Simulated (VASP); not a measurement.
# MnO (Fm-3m) in VASP: further runs

MnO is run at these levels: RPBE+D4+U, PBE+U; tasks: single point.

Everything below comes from runs of VASP 6.6.1. Logs are shortened: lines on timing, memory, paths and dates and some standing lists are left out, and cuts for length are marked.

## 1. The cell of the first run

The structure is cubic, space group Fm-3m (No. 225). The conventional cell has a = 4.458 Å, b = 4.458 Å, c = 4.458 Å, α = 90.00°, β = 90.00°, γ = 90.00°. Within 2.9 Å of Mn (site symmetry m-3m) lie 6 O at 2.23 Å. O (site symmetry m-3m) has 6 Mn at 2.23 Å within 2.9 Å.

## 2. Single point, RPBE+D4+U, collinear spin, ferromagnetic start (11.07 Å³/atom)

Contents of INCAR:

```
SYSTEM = MnO
PREC = Accurate ; ENCUT = 700
EDIFF = 1E-6 ; ISMEAR = 0
SIGMA = 0.05 ; LREAL = .FALSE.
LASPH = .TRUE. ; NELM = 200
ALGO = Normal ; ISIF = 2
LWAVE = .FALSE. ; LCHARG = .TRUE.
ISPIN = 2 ; MAGMOM = 4.72 0.18
LORBIT = 11 ; LMAXMIX = 4
LDAU = .TRUE. ; LDAUTYPE = 2
LDAUL = 2 -1 ; LDAUU = 3.9 0
LDAUJ = 0 0 ; LDAUPRINT = 1
GGA = RP ; IVDW = 13
LELF = .TRUE. ; LVHAR = .TRUE.
NBANDS = 22 ; GGA_COMPAT = .FALSE.
```

Contents of KPOINTS:

```
Automatic mesh
0
G
  10 10 10
  0 0 0
```

Contents of POSCAR:

```
MnO
1.0
    0.0000000000      2.2288111367      2.2288111367
    2.2288111367      0.0000000000      2.2288111367
    2.2288111367      2.2288111367      0.0000000000
Mn O
1 1
Direct
    0.0000000000      0.0000000000      0.0000000000
    0.5000000000      0.5000000000      0.5000000000
```

Potentials or basis: VASP PAW PBE potentials, release 64 (Mn_sv, O).

Launch:

```bash
$ cat potpaw_PBE.64/Mn_sv/POTCAR potpaw_PBE.64/O/POTCAR > POTCAR
$ mpirun -np 1 vasp_std > vasp.out
```

OUTCAR:

```text
SYSTEM = MnO
   PREC = Accurate
   ENCUT = 700
   EDIFF = 1E-6
   ISMEAR = 0
   LREAL = .FALSE.
   LASPH = .TRUE.
   NELM = 200
   ISIF = 2
   ISPIN = 2
   LORBIT = 11
   GGA = RP
   IVDW = 13

 ion  position               nearest neighbor table
   1  0.000  0.000  0.000-   2 2.23   2 2.23   2 2.23   2 2.23   2 2.23   2 2.23
   2  0.500  0.500  0.500-   1 2.23   1 2.23   1 2.23   1 2.23   1 2.23   1 2.23

  LATTYP: Found a face centered cubic cell.
 ALAT       =     4.4576222734

  Lattice vectors:

 A1 = (   0.0000000000,   2.2288111367,   2.2288111367)
 A2 = (   2.2288111367,   0.0000000000,   2.2288111367)
 A3 = (   2.2288111367,   2.2288111367,   0.0000000000)

Analysis of symmetry for initial positions (statically):
=====================================================================
 Subroutine PRICEL returns:
 Original cell was already a primitive cell.

 Routine SETGRP: Setting up the symmetry group for a
 face centered cubic supercell.

 Subroutine GETGRP returns: Found 48 space group operations
 (whereof 48 operations were pure point group operations)
 out of a pool of 48 trial point group operations.

The static configuration has the point symmetry O_h .

Analysis of symmetry for dynamics (positions and initial velocities):
=====================================================================
 Subroutine PRICEL returns:
 Original cell was already a primitive cell.

 Routine SETGRP: Setting up the symmetry group for a
 face centered cubic supercell.

 Subroutine GETGRP returns: Found 48 space group operations
 (whereof 48 operations were pure point group operations)
 out of a pool of 48 trial point group operations.

The dynamic configuration has the point symmetry O_h .

Analysis of structural, dynamic, and magnetic symmetry:
=====================================================================
 Subroutine PRICEL returns:
 Original cell was already a primitive cell.

 Routine SETGRP: Setting up the symmetry group for a
 face centered cubic supercell.

 Subroutine GETGRP returns: Found 48 space group operations
 (whereof 48 operations were pure point group operations)
 out of a pool of 48 trial point group operations.

The overall configuration has the point symmetry O_h .

 Subroutine INISYM returns: Found 48 space group operations
 (whereof 48 operations are pure point group operations),
 and found     1 'primitive' translations

----------------------------------------------------------------------------------------

                                     Primitive cell

  volume of cell :      22.1437

  direct lattice vectors                    reciprocal lattice vectors
     0.000000000  2.228811137  2.228811137    -0.224334845  0.224334845  0.224334845
     2.228811137  0.000000000  2.228811137     0.224334845 -0.224334845  0.224334845
     2.228811137  2.228811137  0.000000000     0.224334845  0.224334845 -0.224334845

  length of vectors
     3.152014937  3.152014937  3.152014937     0.388559349  0.388559349  0.388559349

  position of ions in fractional coordinates (direct lattice)
     0.000000000  0.000000000  0.000000000
     0.500000000  0.500000000  0.500000000

  ion indices of the primitive-cell ions
   primitive index   ion index
                 1           1
                 2           2

----------------------------------------------------------------------------------------

 KPOINTS: Automatic mesh

Automatic generation of k-mesh.
 Grid dimensions read from file:
 generate k-points for:   10   10   10

 Generating k-lattice:

  Cartesian coordinates                     Fractional coordinates (reciprocal lattice)
    -0.022433484  0.022433484  0.022433484     0.100000000  0.000000000  0.000000000
     0.022433484 -0.022433484  0.022433484     0.000000000  0.100000000  0.000000000
     0.022433484  0.022433484 -0.022433484     0.000000000  0.000000000  0.100000000

  Length of vectors
     0.038855935  0.038855935  0.038855935

  Shift w.r.t. Gamma in fractional coordinates (k-lattice)
     0.000000000  0.000000000  0.000000000

 Subroutine IBZKPT returns following result:
 ===========================================

 Found     47 irreducible k-points:

 Following reciprocal coordinates:
            Coordinates               Weight
  0.000000  0.000000  0.000000      1.000000
  0.100000  0.000000  0.000000      8.000000
  0.200000  0.000000  0.000000      8.000000
  0.300000  0.000000  0.000000      8.000000
  0.400000  0.000000  0.000000      8.000000
  0.500000  0.000000  0.000000      4.000000
[... 16 lines left out ...]
  0.300000  0.300000  0.000000      6.000000
  0.400000  0.300000  0.000000     24.000000
 [... further k-points ...]
   k-points           NKPTS =     47   k-points in BZ     NKDIM =     47   number of bands    NBANDS=     22
   number of dos      NEDOS =    301   number of ions     NIONS =      2
   total plane-waves  NPLWV =  21952
   dimension x,y,z NGX =    28 NGY =   28 NGZ =   28
   dimension x,y,z NGXF=    56 NGYF=   56 NGZF=   56
   ions per type =               1   1
   NGX,Y,Z   is equivalent  to a cutoff of  14.77, 14.77, 14.77 a.u.
   NGXF,Y,Z  is equivalent  to a cutoff of  29.54, 29.54, 29.54 a.u.
 SYSTEM =  MnO
   PREC   = accura    normal or accurate (medium, high low for compatibility)
   ISTART =      0    job   : 0-new  1-cont  2-samecut
   ICHARG =      2    charge: 1-file 2-atom 10-const
   ISPIN  =      2    spin polarized calculation?
   LNONCOLLINEAR =      F non collinear calculations
   LSORBIT =      F    spin-orbit coupling
   LASPH  =      T    aspherical Exc in radial PAW
   ENCUT  =  700.0 eV  51.45 Ry    7.17 a.u.   6.80  6.80  6.80*2*pi/ulx,y,z
   NELM   =    200;   NELMIN=  2; NELMDL= -5     # of ELM steps
   EDIFF  = 0.1E-05   stopping-criterion for ELM
   LREAL  =      F    real-space projection
   EDIFFG = 0.1E-04   stopping-criterion for IOM
   NSW    =      0    number of steps for IOM
   IBRION =     -1    ionic relax: 0-MD 1-quasi-New 2-CG
   NFREE  =      0    steps in history (QN), initial steepest desc. (CG)
   ISIF   =      2    stress and relaxation
   ISYM   =      2    0-nonsym 1-usesym 2-fastsym
   POTIM  = 0.5000    time-step for ionic-motion
   TEBEG  =    0.0;   TEEND  =   0.0 temperature during run
   PSTRESS=    0.0 pullay stress
   NELECT =      21.0000    total number of electrons
   NUPDOWN=      -1.0000    fix difference up-down
   EMIN   =  10.00;   EMAX   =-10.00  energy-range for DOS
   EFERMI =   0.00;   METHOD = LEGACY
   ISMEAR =     0;   SIGMA  =   0.05  broadening in eV -4-tet -1-fermi 0-gaus
   EFERMI_NEDOS =   21; number of points for ismear=-14 and -15
   IALGO  =     38    algorithm
   IMIX   =      4    mixing-type and parameters
     AMIX     =   0.40;   BMIX     =  1.00
     AMIX_MAG =   1.60;   BMIX_MAG =  1.00
  volume/ion in A,a.u.               =      11.07        74.72
  Fermi-wavevector in a.u.,A,eV,Ry     =   1.608415  3.039463 35.198236  2.586997
  Thomas-Fermi vector in A             =   2.704288
   LORBIT       =     11    0 simple, 1 ext, 2 COOP (PROOUT), +10 PAW based schemes
 LDA+U is selected, type is set to LDAUTYPE =  2
   angular momentum for each species LDAUL =     2   -1
   U (eV)           for each species LDAUU =   3.9  0.0
   J (eV)           for each species LDAUJ =   0.0  0.0
   GGA     = RP    functional components
   LHFCALC =     F    Hartree Fock is set to
   AEXX    =    0.0000 exact exchange contribution
   IVDW    =    13    specifies the selected vdW correction
   LEPSILON=     F    determine dielectric tensor
   LRPA    =     F    only Hartree local field effects (RPA)
 spin polarized calculation
 Gauss-broadening in eV      SIGMA  =   0.05
  energy-cutoff  :      700.00
  volume of cell :       22.14
 maximum number of plane-waves:       946
   NGX = 13   NGY = 13   NGZ = 13

atom =   1  type =  1  l = 2

 onsite density matrix

spin component  1

  0.9141 -0.0000  0.0000  0.0000  0.0000
 -0.0000  0.9141 -0.0000  0.0000 -0.0000
  0.0000 -0.0000  0.9462 -0.0000 -0.0000
  0.0000  0.0000 -0.0000  0.9141 -0.0000
  0.0000 -0.0000 -0.0000 -0.0000  0.9462

spin component  2

  0.0133  0.0000 -0.0000 -0.0000  0.0000
  0.0000  0.0133  0.0000 -0.0000  0.0000
 -0.0000  0.0000  0.0510  0.0000  0.0000
 -0.0000 -0.0000  0.0000  0.0133  0.0000
  0.0000  0.0000  0.0000  0.0000  0.0510

 occupancies and eigenvectors

  o =  0.0133  v =  0.0000  0.0000  0.0000  0.0000  0.0000 -0.0015  0.9296 -0.0000  0.3686 -0.0000      0.0000  0.0000  0.0000  0.0000  0.0000  0.0000  0.0000  0.0000  0.0000  0.0000
  o =  0.0133  v =  0.0000  0.0000  0.0000  0.0000  0.0000 -0.0029  0.3686  0.0000 -0.9296  0.0000      0.0000  0.0000  0.0000  0.0000  0.0000  0.0000  0.0000  0.0000  0.0000  0.0000
  o =  0.0133  v =  0.0000  0.0000  0.0000  0.0000  0.0000  1.0000  0.0025  0.0000 -0.0021 -0.0000      0.0000  0.0000  0.0000  0.0000  0.0000  0.0000  0.0000  0.0000  0.0000  0.0000
  o =  0.0510  v =  0.0000  0.0000  0.0000  0.0000  0.0000  0.0000  0.0000 -0.0080  0.0000  1.0000      0.0000  0.0000  0.0000  0.0000  0.0000  0.0000  0.0000  0.0000  0.0000  0.0000
  o =  0.0510  v =  0.0000  0.0000  0.0000  0.0000  0.0000 -0.0000  0.0000  1.0000  0.0000  0.0080      0.0000  0.0000  0.0000  0.0000  0.0000  0.0000  0.0000  0.0000  0.0000  0.0000
  o =  0.9141  v =  0.0000 -0.4434  0.0000  0.8963  0.0000  0.0000  0.0000  0.0000  0.0000  0.0000      0.0000  0.0000  0.0000  0.0000  0.0000  0.0000  0.0000  0.0000  0.0000  0.0000
  o =  0.9141  v =  0.0000  0.8963  0.0000  0.4434 -0.0000  0.0000  0.0000  0.0000  0.0000  0.0000      0.0000  0.0000  0.0000  0.0000  0.0000  0.0000  0.0000  0.0000  0.0000  0.0000
  o =  0.9141  v =  1.0000  0.0000  0.0000  0.0000  0.0000  0.0000  0.0000  0.0000  0.0000  0.0000      0.0000  0.0000  0.0000  0.0000  0.0000  0.0000  0.0000  0.0000  0.0000  0.0000
  o =  0.9462  v =  0.0000  0.0000 -1.0000  0.0000 -0.0053  0.0000  0.0000  0.0000  0.0000  0.0000      0.0000  0.0000  0.0000  0.0000  0.0000  0.0000  0.0000  0.0000  0.0000  0.0000
  o =  0.9462  v =  0.0000  0.0000 -0.0053  0.0000  1.0000  0.0000  0.0000  0.0000  0.0000  0.0000      0.0000  0.0000  0.0000  0.0000  0.0000  0.0000  0.0000  0.0000  0.0000  0.0000

 number of electron      21.0000010 magnetization       5.0000046

 Free energy of the ion-electron system (eV)
  ---------------------------------------------------
  ext. energy  EPLUGINS =         0.00000000
  ---------------------------------------------------
  free energy    TOTEN  =       -14.66816211 eV

  energy without entropy =      -14.66816115  energy(sigma->0) =      -14.66816163

 E-fermi :   8.7968     XC(G=0): -11.5746

 val. band max:        8.6803139270   @ k =   0.5000   0.0000   0.0000
 cond. band min:       8.8901875429   @ k =   0.0000   0.0000   0.0000
 fundamental gap:      0.2098736159
 Fermi energy:         8.7968095385

 spin component 1

 k-point     1 :       0.0000    0.0000    0.0000
  band No.  band energies     occupation
      1     -72.4712      1.00000
      2     -41.1570      1.00000
      3     -41.1570      1.00000
      4     -41.1570      1.00000
      5     -10.7068      1.00000
      6       4.6476      1.00000
[... 574 lines left out ...]
      6       2.1435      1.00000
[... 14 lines left out ...]
     21      35.4905      0.00000
     22      36.6327      0.00000

 [... further k-points ...]

 spin component 2

 k-point     1 :       0.0000    0.0000    0.0000
  band No.  band energies     occupation
      1     -67.4068      1.00000
      2     -36.1367      1.00000
      3     -36.1367      1.00000
      4     -36.1367      1.00000
      5     -10.3355      1.00000
      6       6.1920      1.00000
[... 574 lines left out ...]
      6       3.2192      1.00000
[... 14 lines left out ...]
     21      36.9398      0.00000
     22      37.7559      0.00000

 [... further k-points ...]

------------------------ aborting loop because EDIFF is reached ----------------------------------------

  DFT-D4 for vdW energy calculation

  Edisp (eV):   -1.33365

  FORCE on cell =-STRESS in cart. coord.  units (eV):
  Direction    XX          YY          ZZ          XY          YZ          ZX
  --------------------------------------------------------------------------------------
  -------------------------------------------------------------------------------------
  Total       0.45483     0.45483     0.45483     0.00000     0.00000    -0.00000
  in kB      32.90849    32.90849    32.90849     0.00000     0.00000    -0.00000
  external pressure =       32.91 kB  Pullay stress =        0.00 kB

 VOLUME and BASIS-vectors are now :
 -----------------------------------------------------------------------------
  energy-cutoff  :      700.00
  volume of cell :       22.14
      direct lattice vectors                 reciprocal lattice vectors
     0.000000000  2.228811137  2.228811137    -0.224334845  0.224334845  0.224334845
     2.228811137  0.000000000  2.228811137     0.224334845 -0.224334845  0.224334845
     2.228811137  2.228811137  0.000000000     0.224334845  0.224334845 -0.224334845

 POSITION                                       TOTAL-FORCE (eV/Angst)
 -----------------------------------------------------------------------------------
      0.00000      0.00000      0.00000         0.000000      0.000000      0.000000
      2.22881      2.22881      2.22881        -0.000000     -0.000000     -0.000000
 -----------------------------------------------------------------------------------
    total drift:                                0.000000      0.000000      0.000000

  FREE ENERGIE OF THE ION-ELECTRON SYSTEM (eV)
  ---------------------------------------------------
  free  energy   TOTEN  =       -16.0018148597 eV

  energy  without entropy=      -16.0018139021  energy(sigma->0) =      -16.00181438

 total charge

# of ion       s       p       d       tot
------------------------------------------
    1        2.113   6.018   4.753  12.884
    2        1.556   3.466   0.000   5.021
--------------------------------------------------
tot          3.668   9.484   4.753  17.906

 magnetization (x)

# of ion       s       p       d       tot
------------------------------------------
    1        0.024   0.014   4.474   4.513
    2        0.024   0.135   0.000   0.159
--------------------------------------------------
tot          0.048   0.149   4.474   4.671
```

It took 36 s on 1 thread of Intel Xeon 6975P-C (Granite Rapids), shared host; peak memory 0.2 GiB.

What came out:

| Quantity | Value |
| --- | --- |
| Free energy | -16.0018 eV |
| Pressure | 3.3 GPa |
| Band gap on the k mesh | 0.21 eV (least direct gap 2.70 eV) |
| Net moment | 5.00 μB per cell |
| Site moments | Mn +4.51; O +0.16 μB |
| Valence electrons inside the program's atomic spheres | Mn 12.88; O 5.02 |
| Dispersion energy per atom | -0.667 eV |

Eigenvalues of the final occupation matrices:
```csv
site,spin,trace,eigenvalues
site 1 d,1,4.63,0.91 0.91 0.91 0.95 0.95
site 1 d,2,0.14,0.01 0.01 0.01 0.05 0.05
```

Caveat: the cell stands under pressure; the PAW data sets were made with another functional, which shifts forces and pressure a little; a cell with one magnetic atom can't hold antiferromagnetic order, which such compounds often take. A k mesh can miss the band edges.

## 3. Single point, PBE+U, collinear spin, ferromagnetic start

This run uses another cell than the first one, of 10.97 Å³/atom.

Contents of INCAR:

```
ALGO = Normal
EDIFF = 1E-6
ENCUT = 700
GGA = PE
GGA_COMPAT = False
ISIF = 2
ISMEAR = 0
ISPIN = 2
LASPH = True
LCHARG = True
LDAU = True
LDAUJ = 0 0
LDAUL = 2 -1
LDAUPRINT = 1
LDAUTYPE = 2
LDAUU = 3.9 0
LELF = True
LMAXMIX = 4
LORBIT = 11
LREAL = False
LVHAR = True
LWAVE = False
MAGMOM = 5 0
NBANDS = 22
NELM = 200
PREC = Accurate
SIGMA = 0.05
```

Contents of KPOINTS:

```
k-points
0
Gamma
  10 10 10
```

Contents of POSCAR:

```
MnO
1.0
    0.0000000000      2.2220003343      2.2220003343
    2.2220003343      0.0000000000      2.2220003343
    2.2220003343      2.2220003343      0.0000000000
Mn O
1 1
Direct
    0.0000000000      0.0000000000      0.0000000000
    0.5000000000      0.5000000000      0.5000000000
```

Potentials or basis: VASP PAW PBE potentials, release 64 (Mn_sv, O).

Launch:

```bash
$ cat potpaw_PBE.64/Mn_sv/POTCAR potpaw_PBE.64/O/POTCAR > POTCAR
$ mpirun -np 1 vasp_std > vasp.out
```

OUTCAR:

```text
EDIFF = 1E-6
   ENCUT = 700
   GGA = PE
   ISIF = 2
   ISMEAR = 0
   ISPIN = 2
   LASPH = True
   LORBIT = 11
   LREAL = False
   NELM = 200
   PREC = Accurate

 ion  position               nearest neighbor table
   1  0.000  0.000  0.000-   2 2.22   2 2.22   2 2.22   2 2.22   2 2.22   2 2.22
   2  0.500  0.500  0.500-   1 2.22   1 2.22   1 2.22   1 2.22   1 2.22   1 2.22

  LATTYP: Found a face centered cubic cell.
 ALAT       =     4.4440006686

  Lattice vectors:

 A1 = (   0.0000000000,   2.2220003343,   2.2220003343)
 A2 = (   2.2220003343,   0.0000000000,   2.2220003343)
 A3 = (   2.2220003343,   2.2220003343,   0.0000000000)
[... 1450 lines left out ...]

 VOLUME and BASIS-vectors are now :
 -----------------------------------------------------------------------------
  energy-cutoff  :      700.00
  volume of cell :       21.94
      direct lattice vectors                 reciprocal lattice vectors
     0.000000000  2.222000334  2.222000334    -0.225022468  0.225022468  0.225022468
     2.222000334  0.000000000  2.222000334     0.225022468 -0.225022468  0.225022468
     2.222000334  2.222000334  0.000000000     0.225022468  0.225022468 -0.225022468

 POSITION                                       TOTAL-FORCE (eV/Angst)
 -----------------------------------------------------------------------------------
      0.00000      0.00000      0.00000        -0.000000      0.000000     -0.000000
      2.22200      2.22200      2.22200         0.000000     -0.000000      0.000000
 -----------------------------------------------------------------------------------
    total drift:                                0.000000      0.000000      0.000000

  FREE ENERGIE OF THE ION-ELECTRON SYSTEM (eV)
  ---------------------------------------------------
  free  energy   TOTEN  =       -15.3222045330 eV

  energy  without entropy=      -15.3221996752  energy(sigma->0) =      -15.32220210

 total charge

# of ion       s       p       d       tot
------------------------------------------
    1        2.117   6.015   4.751  12.882
    2        1.551   3.458   0.000   5.009
--------------------------------------------------
tot          3.667   9.474   4.751  17.892

 magnetization (x)

# of ion       s       p       d       tot
------------------------------------------
    1        0.023   0.015   4.460   4.498
    2        0.025   0.145   0.000   0.170
--------------------------------------------------
tot          0.048   0.160   4.460   4.668
```

Run time: 1.8 min. Hardware: 1 thread of Intel Xeon Platinum 8259CL at 2.50GHz (Skylake/Cascade Lake), shared host; peak memory 0.2 GiB.

Results:

```yaml
Free_energy: -15.3222 eV
Pressure: 6.5 GPa
Band_gap_on_the_k_mesh: 0.17 eV (least direct gap 2.73 eV)
Net_moment: 5.00 μB per cell
Site_moments: Mn +4.50; O +0.17 μB
Valence_electrons_inside_the_program's_atomic_spheres: Mn 12.88; O 5.01
```

Eigenvalues of the final occupation matrices:
```csv
site,spin,trace,eigenvalues
site 1 d,1,4.63,0.91 0.91 0.91 0.95 0.95
site 1 d,2,0.15,0.01 0.01 0.01 0.05 0.05
```

Caveat: the cell stands under pressure; a cell with one magnetic atom can't hold antiferromagnetic order, which such compounds often take.
